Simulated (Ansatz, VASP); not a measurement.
AlN in VASP and in Ansatz

INCAR

```
SYSTEM = AlN
PREC     = Accurate       ! precision mode
ENCUT    = 520            ! plane-wave cutoff, eV
EDIFF    = 1E-8           ! SCF threshold, eV
ISMEAR   = -1             ! smearing method
SIGMA    = 0.02           ! smearing width, eV
LREAL    = .False.        ! projectors in reciprocal space
LASPH    = .True.         ! aspherical terms in the spheres
NELM     = 100            ! most SCF steps
ALGO     = Normal         ! electronic algorithm
ISIF     = 2              ! what is computed and relaxed
LWAVE    = .False.        ! write WAVECAR
LCHARG   = .False.        ! write CHGCAR
GGA      = PE             ! functional
LEFG     = .True.       
NBANDS   = 16             ! bands
```

The input KPOINTS:

```
Automatic mesh
0
Gamma
  11 11 6
  0 0 0
```

POSCAR

```
AlN
1.0
    3.1110021516     -0.0466650323     -0.0466650323
   -1.5959141792      2.7175394106     -0.0170805873
   -0.0746700000     -0.0746700000      4.9780000000
Al N
2 2
Direct
    0.3333333333      0.6666666667      0.0000000000
    0.6666666667      0.3333333333      0.5000000000
    0.3333333333      0.6666666667      0.3850000000
    0.6666666667      0.3333333333      0.8850000000
```

Input for Ansatz:

```yaml
crystal:
  lattice:
    - [3.1110021516, -0.0466650323, -0.0466650323]
    - [-1.5959141792, 2.7175394106, -0.0170805873]
    - [-0.07467, -0.07467, 4.978]
  atoms:
    - { symbol: Al, position: [0.3333333333, 0.6666666667, 0.0] }
    - { symbol: Al, position: [0.6666666667, 0.3333333333, 0.5] }
    - { symbol: "N", position: [0.3333333333, 0.6666666667, 0.385] }
    - { symbol: "N", position: [0.6666666667, 0.3333333333, 0.885] }
kpoints:
  mp_grid: { grid: [11, 11, 6] }
scf:
  occupations: { method: fermi_dirac, width: 0.02 }
hamiltonian:
  xc: pbe
  pseudopotentials: { kind: paw }
output:
  forces: true
  stress: true
  eigenvalues: true
  efg: { contact_densities: true }
```

Change from the starting cell: equal xy, yz and zx shear strains of -3 %, PAW files.

Alike in both runs: task electric field gradients; functional PBE; k mesh 11 × 11 × 6; occupations fermi-dirac, width 0.02 eV; no spin polarisation.

|  | VASP | Ansatz |
| --- | --- | --- |
| version | VASP 6.6.1 | Ansatz 0.2.0 |
| potentials or method | VASP PAW PBE potentials, release 64 (Al, N) | PAW with Ansatz's default frozen-core files, scalar-relativistic |
| plane-wave cutoff (eV) | 520 | 420 |
| valence electrons in the cell | 16 | 16 |

|  | VASP | Ansatz | Ansatz less VASP |
| --- | --- | --- | --- |
| gap on the k mesh at the Fermi level (eV) | 4.09 | 4.08 | -0.010 |
| pressure (GPa) | 4.1 | 4.3 | +0.26 |
| traceless stress, the component that is largest in VASP (GPa) | 5.43 | 5.39 | -0.044 |
| rms of the force components (eV/Å) | 0.276 | 0.274 | -0.0017 |
| size of Vzz on the site where it differs most (V/Å²) | 11.7 | 11.1 | -0.64 |

Atom by atom the forces differ by 0.002 eV/Å (rms over components).
